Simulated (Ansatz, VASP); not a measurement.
Two plane-wave programs on Mo

```
Mo
1.0
    -1.64169    1.57100    1.57100
     1.64169   -1.57100    1.57100
     1.64169    1.57100   -1.57100
Mo
1
Cartesian
  0.0000 0.0000 0.0000
```

Change from the starting cell: strain +0.0450 x Voigt [1, 0, 0, 0, 0, 0], atoms carried along.

Alike in both runs: task single point; functional r2SCAN; k mesh 22 × 22 × 22; occupations gaussian, width 0.15 eV; no spin polarisation.

|  | VASP | Ansatz |
| --- | --- | --- |
| version | VASP 6.6.1 | Ansatz 0.2.0 |
| potentials or method | VASP PAW PBE potentials, release 64 (Mo_sv), cutoff 520 eV | scalar-relativistic, plane waves, PAW |
| valence electrons in the cell | 14 | 14 |

|  | VASP | Ansatz | Ansatz less VASP |
| --- | --- | --- | --- |
| gap on the k mesh at the Fermi level (eV) | none | none | - |
| pressure (GPa) | -7.8 | -8.7 | -0.97 |
| traceless stress, the component that is largest in VASP (GPa) | -8.59 | -8.59 | -0.002 |

VASP's potentials were made for PBE, not for r2SCAN. A gap of «none» marks a metal or a gap that the smearing closes.
